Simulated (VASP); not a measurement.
Write the native input for VASP 6.6.1 that does the following.

```yaml
Task: relaxation of shape and atoms at fixed volume
Functional: PBE
Potentials_or_basis: VASP PAW PBE potentials, release 64 (Hf_pv, Sc_sv, O)
Cutoff: 600 eV
k_mesh: 12 × 12 × 2
Occupations: gaussian, width 0.1 eV
Spin: no spin polarisation
Dipole_correction: no
Further_INCAR_settings: ALGO = Normal; EDIFF = 1e-07; IBRION = 2; EDIFFG = -0.01; NSW = 50; ISIF = 4
```

The structure of Hf2ScO2 lies in POSCAR:

```
Hf2ScO2
1.0
    3.0906577620      0.0000000000      0.0000000000
   -1.5453288810      2.6765881363      0.0000000000
    0.0000000000      0.0000000000     15.2865151783
Hf Sc O
4 2 4
Direct
    0.6666666667      0.3333333333      0.4225379041
    0.6666666667      0.3333333333      0.0774620959
    0.3333333333      0.6666666667      0.9225379041
    0.3333333333      0.6666666667      0.5774620959
    0.3333333333      0.6666666667      0.2500000000
    0.6666666667      0.3333333333      0.7500000000
    0.0000000000      0.0000000000      0.3346973881
    0.0000000000      0.0000000000      0.1653026119
    0.0000000000      0.0000000000      0.8346973881
    0.0000000000      0.0000000000      0.6653026119
```

One way to write it, as run:

INCAR

```
SYSTEM = Hf2ScO2
PREC = Accurate
ENCUT = 600
EDIFF = 1E-7
ISMEAR = 0
SIGMA = 0.1
LREAL = .FALSE.
LASPH = .TRUE.
NELM = 120
ALGO = Normal
ISIF = 4
LWAVE = .FALSE.
LCHARG = .FALSE.
GGA = PE
IBRION = 2
NSW = 50
EDIFFG = -0.01
GGA_COMPAT = .FALSE.
NELMIN = 4
```

KPOINTS

```
regular mesh
0
G
  12 12 2
  0 0 0
```

Potentials or basis: VASP PAW PBE potentials, release 64 (Hf_pv, Sc_sv, O).

The run is started by

```console
$ cat potpaw_PBE.64/Hf_pv/POTCAR potpaw_PBE.64/Sc_sv/POTCAR potpaw_PBE.64/O/POTCAR > POTCAR
$ mpirun -np 1 vasp_std > vasp.out
```

It gave:

```json
{
 "Energy gained by relaxing": "0.2 meV/atom",
 "Ionic steps": "4",
 "Pressure after relaxing": "18.9 GPa",
 "Largest force after relaxing": "0.005 eV/Å",
 "Band gap on the k mesh": "zero (bands 43 and 44 overlap by 1.52 eV)"
}
```

Caveat: spin-orbit coupling is left out, which moves the levels of the heavy elements.

It took 18 min on 1 thread of Intel(R) Xeon(R) Platinum 8488C (Sapphire Rapids), with other jobs on the host, peak memory 0.48 GiB.
